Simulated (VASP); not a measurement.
Wanted: the native input for a VASP 6.6.1 run.

```
Task                   : single point
Functional             : r2SCAN
Potentials or basis    : VASP PAW PBE potentials, release 64 (Sn_d, Se)
Cutoff                 : 520 eV
k mesh                 : 8 × 8 × 8
Occupations            : fermi-dirac, width 0.05 eV
Spin                   : no spin polarisation
Dipole correction      : no
Further INCAR settings : ALGO = Normal; EDIFF = 1e-06; NBANDS = 17
```

Crystal: SnSe.

```
Sn Se
1.0
     0.00000    2.98980    2.98980
     2.98980    0.00000    2.98980
     2.98980    2.98980    0.00000
Sn Se
1 1
Direct
  0.00000 0.00000 0.00000
  0.50000 0.50000 0.50000
```

The input as run:

POSCAR

```
SnSe
1.0
    0.0000000000      2.9897980490      2.9897980490
    2.9897980490      0.0000000000      2.9897980490
    2.9897980490      2.9897980490      0.0000000000
Sn Se
1 1
Direct
    0.0000000000      0.0000000000      0.0000000000
    0.5000000000      0.5000000000      0.5000000000
```

INCAR.step1

```
SYSTEM = SnSe
PREC = Accurate
ENCUT = 520
ISMEAR = -1
SIGMA = 0.05
LREAL = .False.
LASPH = .True.
NELM = 80
NBANDS = 17
GGA = PE
ALGO = Normal
EDIFF = 1E-4
LWAVE = .True.
LCHARG = .False.
```

INCAR.step2

```
SYSTEM = SnSe
PREC = Accurate
ENCUT = 520
EDIFF = 1E-6
ISMEAR = -1
SIGMA = 0.05
LREAL = .False.
LASPH = .True.
NELM = 80
ALGO = Normal
ISIF = 2
LWAVE = .False.
LCHARG = .False.
METAGGA = R2SCAN
LMIXTAU = .True.
NBANDS = 17
ISTART = 1
```

KPOINTS

```
regular mesh
0
Gamma
  8 8 8
  0 0 0
```

Potentials or basis: VASP PAW PBE potentials, release 64 (Sn_d, Se).

Launch:

```sh
$ cat potpaw_PBE.64/Sn_d/POTCAR potpaw_PBE.64/Se/POTCAR > POTCAR
$ cp INCAR.step1 INCAR
$ mpirun -np 1 vasp_std > vasp.out
$ cp INCAR.step2 INCAR
$ mpirun -np 1 vasp_std > vasp.out
```

It gave:

- Pressure: 1.0 GPa
- Band gap on the k mesh: 0.55 eV, direct

Caveat: the PAW data sets were made with another functional, which shifts forces and pressure a little; spin-orbit coupling is left out, which moves the levels of the heavy elements.

Run time: 79 s on 1 thread of Intel(R) Xeon(R) Platinum 8259CL CPU @ 2.50GHz (Skylake/Cascade Lake), on a shared host, peak memory 0.19 GiB.
